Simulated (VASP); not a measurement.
Write the native input for VASP 6.6.1 that does the following.

```yaml
Task: single point
Functional: PBE
Potentials_or_basis: VASP PAW PBE potentials, release 64 (Sc_sv, Al)
Cutoff: 520 eV
k_mesh: 14 × 14 × 14
Occupations: gaussian, width 0.1 eV
Spin: no spin polarisation
Dipole_correction: no
Further_INCAR_settings: ALGO = Fast; EDIFF = 1e-06; NBANDS = 18
```

The structure of ScAl3 lies in POSCAR:

```
ScAl3
1.0
   -2.0988218583      2.0988218583      4.5458954570
    2.0988218583     -2.0988218583      4.5458954570
    2.0988218583      2.0988218583     -4.5458954570
Sc Al
1 3
Direct
    0.0000000000      0.0000000000      0.0000000000
    0.7500000000      0.2500000000      0.5000000000
    0.2500000000      0.7500000000      0.5000000000
    0.5000000000      0.5000000000      0.0000000000
```

This cell differs from its parent crystal: strained.

The input as run:

INCAR

```
SYSTEM = ScAl3
ALGO = Fast
EDIFF = 1E-6
ENCUT = 520
GGA = PE
ISIF = 2
ISMEAR = 0
LASPH = .True.
LCHARG = .False.
LREAL = .False.
LWAVE = .False.
NBANDS = 18
NELM = 100
PREC = Accurate
SIGMA = 0.1
```

KPOINTS

```
k-points
0
Gamma
  14 14 14
  0 0 0
```

Potentials or basis: VASP PAW PBE potentials, release 64 (Sc_sv, Al).

The run is started by

```bash
$ cat potpaw_PBE.64/Sc_sv/POTCAR potpaw_PBE.64/Al/POTCAR > POTCAR
$ mpirun -np 1 vasp_std > vasp.out
```

Results of the run:

```json
{
  "Pressure": "-7.5 GPa",
  "Band gap on the k mesh": "zero (bands 10 and 11 overlap by 1.93 eV)"
}
```

Caveat: the cell differs from its parent crystal (strained); the cell stands under tension.

Run time: 14 min on 1 thread of Oxide Virtual Turin-like Processor (shared host), peak memory 0.45 GiB.
